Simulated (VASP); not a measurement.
# AlN (NiAs type) (P6_3/mmc) in VASP: notebook, part 3 of 3

VASP 6.6.1.

## Step 4: Single point, PBE

This run uses another cell than the first one, of 7.50 Å³/atom.

Input file INCAR:

```
  PREC = Accurate
  ENCUT = 520
  EDIFF = 1E-6
  ISMEAR = -1
  SIGMA = 0.05
  LREAL = F
  LASPH = T
  NELM = 60
  ALGO = Normal
  ISIF = 2
  LWAVE = F
  LCHARG = T
  GGA = PE
  LELF = T
  LVHAR = T
  NBANDS = 16
```

Input file KPOINTS:

```
Automatic mesh
0
Gamma
  13 13 7
```

Input file POSCAR:

```
AlN
1.0
    3.0408824389      0.0000000000      0.0000000000
   -1.5204412195      2.6334814420      0.0000000000
    0.0000000000      0.0000000000      3.7480793886
Al N
2 2
Direct
    0.3333333333      0.6666666667     -0.0620000534
    0.6666666667      0.3333333333      0.4379999466
    0.3333333333      0.6666666667      0.4380000534
    0.6666666667      0.3333333333      0.9380000534
```

Potentials or basis: VASP PAW PBE potentials, release 64 (Al, N).

On the command line:

```sh
> cat potpaw_PBE.64/Al/POTCAR potpaw_PBE.64/N/POTCAR > POTCAR
> mpirun -np 1 vasp_std > vasp.out
```

OUTCAR:

```text
PREC = Accurate
   ENCUT = 520
   EDIFF = 1E-6
   ISMEAR = -1
   LREAL = F
   LASPH = T
   NELM = 60
   ISIF = 2
   GGA = PE

 ion  position               nearest neighbor table
   1  0.333  0.667  0.938-   4 1.76   4 1.76   4 1.76   3 1.87   3 1.87   2 2.57   2 2.57   2 2.57
                             2 2.57   2 2.57   2 2.57
   2  0.667  0.333  0.438-   3 1.76   3 1.76   3 1.76   4 1.87   4 1.87   1 2.57   1 2.57   1 2.57
                             1 2.57   1 2.57   1 2.57
   3  0.333  0.667  0.438-   2 1.76   2 1.76   2 1.76   1 1.87   1 1.87
   4  0.667  0.333  0.938-   1 1.76   1 1.76   1 1.76   2 1.87   2 1.87

  LATTYP: Found a hexagonal cell.
 ALAT       =     3.0408824389
 C/A-ratio  =     1.2325630681

  Lattice vectors:

 A1 = (   3.0408824389,   0.0000000000,   0.0000000000)
 A2 = (  -1.5204412195,   2.6334814420,   0.0000000000)
 A3 = (   0.0000000000,   0.0000000000,   3.7480793886)

Analysis of symmetry for initial positions (statically):
=====================================================================
 Subroutine PRICEL returns:
 Original cell was already a primitive cell.

 Routine SETGRP: Setting up the symmetry group for a
[... 178 lines left out ...]
 fundamental gap:      4.6837090749
 Fermi energy:        12.3278154175

 k-point     1 :       0.0000    0.0000    0.0000
  band No.  band energies     occupation
      1      -7.7271      2.00000
      2      -2.4111      2.00000
      3       2.8622      2.00000
      4       7.2483      2.00000
      5       7.2483      2.00000
      6       9.3084      2.00000
[... 433 lines left out ...]
      3       3.5762      2.00000
      4       6.5224      2.00000
      5       6.9191      2.00000
      6       8.2664      2.00000
[... 8 lines left out ...]
     15      24.7051      0.00000
     16      25.6977      0.00000

 [... further k-points ...]

------------------------ aborting loop because EDIFF is reached ----------------------------------------

  FORCE on cell =-STRESS in cart. coord.  units (eV):
  Direction    XX          YY          ZZ          XY          YZ          ZX
  --------------------------------------------------------------------------------------
  -------------------------------------------------------------------------------------
  Total       18.7969038     18.7969038     18.8009855     -0.0000000     -0.0000000      0.0000000
  in kB     1003.3633373   1003.3633372   1003.5812111     -0.0000000     -0.0000000      0.0000000
  external PRESSURE =    1003.4359619 kB  Pullay stress =       0.0000000 kB

 VOLUME and BASIS-vectors are now :
 -----------------------------------------------------------------------------
  energy-cutoff  :      520.00
  volume of cell :       30.02
      direct lattice vectors                 reciprocal lattice vectors
     3.040882439  0.000000000  0.000000000     0.328851911  0.189862739  0.000000000
    -1.520441220  2.633481442  0.000000000     0.000000000  0.379725478  0.000000000
     0.000000000  0.000000000  3.748079389     0.000000000  0.000000000  0.266803313

 POSITION                                       TOTAL-FORCE (eV/Angst)
 -----------------------------------------------------------------------------------
     -0.00000      1.75565      3.51570         0.000000     -0.000000      0.000000
      1.52044      0.87783      1.64166        -0.000000      0.000000      0.000000
     -0.00000      1.75565      1.64166         0.000000     -0.000000     -0.000000
      1.52044      0.87783      3.51570        -0.000000      0.000000      0.000000
 -----------------------------------------------------------------------------------
    total drift:                               -0.000000      0.000000     -0.000528

  FREE ENERGIE OF THE ION-ELECTRON SYSTEM (eV)
  ---------------------------------------------------
  free  energy   TOTEN  =       -26.8909159444 eV

  energy  without entropy=      -26.8909159444  energy(sigma->0) =      -26.89091594
```

OSZICAR:

```text
N       E                     dE             d eps       ncg     rms          rms(c)
DAV:   1     0.456757980416E+02    0.45676E+02   -0.78204E+03  2696   0.932E+02
DAV:   2    -0.299273647180E+02   -0.75603E+02   -0.70769E+02  3864   0.212E+02
DAV:   3    -0.326744643513E+02   -0.27471E+01   -0.27422E+01  3168   0.402E+01
DAV:   4    -0.326872579551E+02   -0.12794E-01   -0.12793E-01  3504   0.306E+00
DAV:   5    -0.326874004013E+02   -0.14245E-03   -0.14245E-03  3192   0.328E-01    0.141E+01
DAV:   6    -0.270434778017E+02    0.56439E+01   -0.91840E+00  3464   0.244E+01    0.512E+00
DAV:   7    -0.269160263188E+02    0.12745E+00   -0.13477E+00  3504   0.822E+00    0.342E+00
DAV:   8    -0.268992836685E+02    0.16743E-01   -0.96781E-02  3112   0.253E+00    0.643E-01
DAV:   9    -0.268905628644E+02    0.87208E-02   -0.21360E-02  3424   0.118E+00    0.239E-01
DAV:  10    -0.268910132623E+02   -0.45040E-03   -0.25148E-03  3280   0.342E-01    0.174E-01
DAV:  11    -0.268909156204E+02    0.97642E-04   -0.26866E-04  3328   0.136E-01    0.274E-02
DAV:  12    -0.268909161250E+02   -0.50463E-06   -0.13582E-05  3448   0.288E-02    0.590E-03
DAV:  13    -0.268909159444E+02    0.18061E-06   -0.16696E-06  2848   0.103E-02
   1 F= -.26890916E+02 E0= -.26890916E+02  d E =-.411732E-10
```

stdout:

```text
POSCAR found type information on POSCAR AlN
 POSCAR found :  2 types and       4 ions
 scaLAPACK will be used
 LDA part: xc-table for (Slater+PW92), standard interpolation
 POSCAR, INCAR and KPOINTS ok, starting setup
 FFT: planning ... GRIDC
 FFT: planning ... GRID_SOFT
 FFT: planning ... GRID
 WAVECAR not read
 entering main loop
```

Wall time 20 s (1 thread of AMD EPYC 9R45 (Zen 5), shared host); peak memory 0.13 GiB.

What came out:

```
Free energy            : -26.8909 eV
Pressure               : 100.3 GPa
Band gap on the k mesh : 4.68 eV (least direct gap 5.27 eV)
```

Caveat: the cell stands under pressure. A k mesh can miss the band edges.

## Step 5: Relaxation of cell and atoms, PBE, target pressure 100 GPa, at which the enthalpy is minimised

This run uses another cell than the first one, of 6.58 Å³/atom.

Input file INCAR:

```
SYSTEM = AlN
PREC     = Accurate       ! precision mode
ENCUT    = 600            ! plane-wave cutoff, eV
EDIFF    = 1E-6           ! SCF threshold, eV
ISMEAR   = -1             ! smearing method
SIGMA    = 0.05           ! smearing width, eV
LREAL    = .FALSE.        ! projectors in reciprocal space
LASPH    = .TRUE.         ! aspherical terms in the spheres
NELM     = 60             ! most SCF steps
ALGO     = Normal         ! electronic algorithm
ISIF     = 3              ! what is computed and relaxed
LWAVE    = .FALSE.        ! write WAVECAR
LCHARG   = .FALSE.        ! write CHGCAR
GGA      = PE             ! functional
IBRION   = 2              ! ionic algorithm
NSW      = 60             ! ionic steps
EDIFFG   = -0.005         ! ionic threshold
PSTRESS  = 1000.0
```

Input file KPOINTS:

```
regular mesh
0
G
  12 12 7
  0 0 0
```

Input file POSCAR:

```
AlN
1.0
    2.6960087673      0.0000000000      0.0000000000
   -1.3480043836      2.3348120813      0.0000000000
    0.0000000000      0.0000000000      4.1788135893
Al N
2 2
Direct
    0.0000000000      0.0000000000      0.0000000000
    0.0000000000      0.0000000000      0.5000000000
    0.3333333333      0.6666666667      0.2500000000
    0.6666666667      0.3333333333      0.7500000000
```

On the command line:

```sh
> cat potpaw_PBE.64/Al/POTCAR potpaw_PBE.64/N/POTCAR > POTCAR
> mpirun -np 1 vasp_std > vasp.out
```

Wall time 87 s (1 thread of Intel Xeon Platinum 8259CL at 2.50GHz (Skylake/Cascade Lake), shared host); peak memory 0.17 GiB.

It converged, with:

| Property | Result |
| --- | --- |
| Free energy | -26.5073 eV |
| Relaxed volume | 6.69 Å³/atom |
| Relaxed cell | a = 2.614 Å, b = 2.614 Å, c = 4.525 Å, α = 90.00°, β = 90.00°, γ = 120.00° |
| Space group after relaxing (to 0.1 Å) | P6_3/mmc (No. 194) |
| Energy change on relaxing (the run minimises the enthalpy) | -292.3 meV/atom |
| Ionic steps | 9 |
| Pressure after relaxing | 100.0 GPa |
| Band gap on the k mesh | 5.54 eV (least direct gap 7.20 eV) |

Step by step:
```csv
step,energy change (eV),largest force (eV/Å),pressure (GPa),volume (Å³)
1,0.0000,0.0000,118.44,26.30
2,-0.5431,0.0000,63.41,28.63
3,-1.5441,0.0000,86.23,27.42
4,-1.4977,0.0000,88.32,27.33
5,-0.4307,0.0000,124.58,25.73
6,-1.1817,0.0000,99.57,26.79
7,-1.1749,0.0000,99.80,26.78
8,-1.1628,0.0000,100.29,26.76
9,-1.1691,0.0000,100.05,26.77
```

Final structure:
```
Al N
1.0
     2.61355    0.00000    0.00000
    -1.30678    2.26340    0.00000
     0.00000    0.00000    4.52509
Al N
2 2
Cartesian
  2.6136 0.0000 0.0000
  2.6136 0.0000 2.2625
  0.0000 1.5089 1.1313
  1.3068 0.7545 3.3938
```

Levels at points of the mesh, in eV from the valence-band top:
```csv
k point,band 5,band 6,band 7,band 8,band 9,band 10,band 11,band 12
"(0.00, 0.00, 0.00)",-1.27,-0.93,0.00,0.00,8.15,8.29,9.70,14.35
"(0.50, 0.00, 0.00)",-6.34,-3.98,-3.14,-1.65,5.54,7.89,8.34,12.63
```

Caveat: the cell is relaxed towards a set pressure, so the run minimises the enthalpy, not the energy. A k mesh can miss the band edges.

## Step 6: The runs side by side

```tsv
task	cell	k mesh	cutoff (eV)	gap on the mesh (eV)	pressure (GPa)
single point	a = 2.614, b = 2.614, c = 4.525 Å, angles 90.0, 90.0, 120.0°, 4 atoms, atomic positions A	12 × 12 × 7	520	5.54	100.0
single point	a = 3.041, b = 3.041, c = 3.748 Å, angles 90.0, 90.0, 120.0°, 4 atoms, atomic positions B	13 × 13 × 7	520	4.68	100.3
relaxation of cell and atoms	relaxed to 100 GPa from a = 2.696, b = 2.696, c = 4.179 Å, angles 90.0, 90.0, 120.0°, 4 atoms, atomic positions A	12 × 12 × 7	600	5.54	100.0
```

Alike in all rows: level PBE; potentials or basis VASP PAW PBE potentials, release 64 (Al, N); no spin polarisation; smearing fermi-dirac 0.05 eV.

Caveats: the cell stands under pressure (at least some runs); the cell is relaxed towards a set pressure, so the run minimises the enthalpy, not the energy (at least some runs).

Total energies depend on the potentials used, so only differences within one code and one set of settings carry meaning.
